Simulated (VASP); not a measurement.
Ti, 1 atom in the cell. Symmetry: Im-3m, No. 229, cubic system. The conventional cell has a = 3.304 Å, b = 3.304 Å, c = 3.304 Å, α = 90.00°, β = 90.00°, γ = 90.00°. Within 3.8 Å of Ti (site symmetry m-3m) lie 14 Ti at 2.86 to 3.30 Å. 

```yaml
Program: VASP 6.6.1
Task: single point
Functional: PBE
Potentials_or_basis: VASP PAW PBE potentials, release 64 (Ti_sv)
Cutoff: 500 eV
k_mesh: 11 × 11 × 11
Occupations: fermi-dirac, width 0.05 eV
Spin: no spin polarisation
Dipole_correction: no
Further_INCAR_settings: ALGO = Normal; EDIFF = 1e-06; NBANDS = 12
```

Potentials or basis: VASP PAW PBE potentials, release 64 (Ti_sv).

The run is started by

```sh
$ cat potpaw_PBE.64/Ti_sv/POTCAR > POTCAR
$ mpirun -np 1 vasp_std > vasp.out
```

Hardware: 1 thread of Intel Xeon 8259CL, with other jobs on the host.

**Question.** How long does it take, and how much memory?

**Answer.** It took 14 s on 1 thread of Intel Xeon 8259CL, with other jobs on the host, peak memory 0.14 GiB. Counts: scf iterations 12, k points 56.
